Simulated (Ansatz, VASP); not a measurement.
Two plane-wave programs on Pb

INCAR

```
SYSTEM = Pb
PREC = Accurate
ENCUT = 520
EDIFF = 1E-7
ISMEAR = -1
SIGMA = 0.1
LREAL = .FALSE.
LASPH = .TRUE.
NELM = 100
ALGO = Normal
ISIF = 2
LWAVE = .FALSE.
LCHARG = .FALSE.
GGA = B5
ALDAX = 1.0
AGGAX = 1.0
AGGAC = 1.0
ALDAC = 0.0
NBANDS = 13
```

The input KPOINTS:

```
regular mesh
0
G
  15 15 15
  0 0 0
```

File POSCAR:

```
Pb
1.0
    3.2530711556      0.0000000000      0.0000000000
    0.0000000000      3.2530711556      0.0000000000
    0.0000000000      0.0000000000      3.2530711556
Pb
1
Direct
    0.0000000000      0.0000000000      0.0000000000
```

Input for Ansatz:

```yaml
crystal:
  lattice:
    - [3.2530711556, 0.0, 0.0]
    - [0.0, 3.2530711556, 0.0]
    - [0.0, 0.0, 3.2530711556]
  atoms:
    - { symbol: Pb, position: [0.0, 0.0, 0.0] }
hamiltonian:
  xc: blyp
  pseudopotentials:
    kind: paw
    azcp:
      Pb: "pseudopotentials/Pb.paw.azcp"
basis:
  ecutwfc: 420
  fft_grid_basis: typed
kpoints:
  mp_grid: { grid: [15, 15, 15], shift: [0, 0, 0] }
magnetization:
  spin_polarized: false
scf:
  occupations: { method: fermi_dirac, width: 0.1 }
output:
  stress: true
```

Alike in both runs: task single point; functional BLYP; k mesh 15 × 15 × 15; occupations fermi-dirac, width 0.1 eV; no spin polarisation.

|  | VASP | Ansatz |
| --- | --- | --- |
| version | VASP 6.6.1 | Ansatz 0.2.0 |
| potentials or method | VASP PAW PBE potentials, release 64 (Pb_d), cutoff 520 eV | plane waves (420 eV) with PAW, scalar-relativistic |
| valence electrons in the cell | 14 | 14 |

Ansatz gave:

```
pressure (GPa) : 2.9
```

Q: Estimate VASP's values.

A: Pressure (GPa): 3.0.

VASP's potentials were made for PBE, not for BLYP.

Neither program's run includes spin-orbit coupling.
